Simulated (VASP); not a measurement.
Set up this calculation in VASP 6.6.1, as the native input.

| Quantity | Value |
| --- | --- |
| Task | single point |
| Functional | PBE |
| Potentials or basis | VASP PAW PBE potentials, release 64 (C, Ga_d) |
| Cutoff | 520 eV |
| k mesh | 2 × 2 × 1 |
| Occupations | gaussian, width 0.05 eV |
| Spin | collinear spin |
| Starting moments | [0.0, 0.0, 0.0, 0.0, 0.0, 0.0, 0.0, 0.0, 0.0, 0.0, 0.0, 0.0, 0.0, 0.0, 0.0, 0.0, 0.0, 0.0, 1.0] μB |
| Dipole correction | no |
| Further INCAR settings | LREAL = Auto; ALGO = Normal; EDIFF = 1e-06; NBANDS = 62 |

The structure of GaC18 lies in POSCAR:

```
GaC18
1.0
    7.3980000000      0.0000000000      0.0000000000
   -3.6990000000      6.4068560000      0.0000000000
    0.0000000000      0.0000000000     11.0000000000
C Ga
18 1
Direct
   -0.0038285068     -0.0074119839      0.0896047634
    0.2179215704      0.1026837538      0.0898628891
   -0.0047952137      0.3254693567      0.0898752957
    0.2171436184      0.4364577052      0.0903400012
   -0.0038044732      0.6592338978      0.0896614260
    0.2179514555      0.7708692048      0.0898280500
    0.3295742657     -0.0074119354      0.0896051612
    0.5517572800      0.1037003198      0.0896324206
    0.3289139432      0.3246682130      0.0903234837
    0.5524717545      0.4364572670      0.0903404805
    0.3289117562      0.6599361015      0.0902915728
    0.5524183656      0.7716796054      0.0902271516
    0.6633744963     -0.0064077852      0.0898022050
    0.8850996845      0.1037000933      0.0896314587
    0.6634207712      0.3254696165      0.0898753471
    0.8851110899      0.4370663281      0.0896335831
    0.6641814924      0.6599346340      0.0902891775
    0.8860750107      0.7708682567      0.0898263952
    0.4408490393      0.5485337507      0.2877129377
```

One way to write it, as run:

INCAR

```
SYSTEM = GaC18
PREC = Accurate
ENCUT = 520
EDIFF = 1E-6
ISMEAR = 0
SIGMA = 0.05
LREAL = Auto
LASPH = .True.
NELM = 150
ALGO = Normal
ISIF = 2
LWAVE = .False.
LCHARG = .False.
ISPIN = 2
MAGMOM = 0 0 0 0 0 0 0 0 0 0 0 0 0 0 0 0 0 0 1
LORBIT = 11
GGA = PE
NBANDS = 62
```

KPOINTS

```
Automatic mesh
0
Gamma
  2 2 1
  0 0 0
```

Potentials or basis: VASP PAW PBE potentials, release 64 (C, Ga_d).

Launch:

```console
$ cat potpaw_PBE.64/C/POTCAR potpaw_PBE.64/Ga_d/POTCAR > POTCAR
$ mpirun -np 1 vasp_std > vasp.out
```

Results of the run:

```yaml
Largest_force: 0.023 eV/Å
Net_moment: 0.00 μB per cell
Valence_electrons_inside_the_program's_atomic_spheres: C 2.66, 2.65 (each value once); Ga 11.41
```

Caveat: the k points lie up to 0.49 Å⁻¹ apart.

It took 8.9 min on 1 thread of Intel(R) Xeon(R) Platinum 8259CL CPU @ 2.50GHz (Skylake/Cascade Lake) (shared host), peak memory 0.77 GiB.
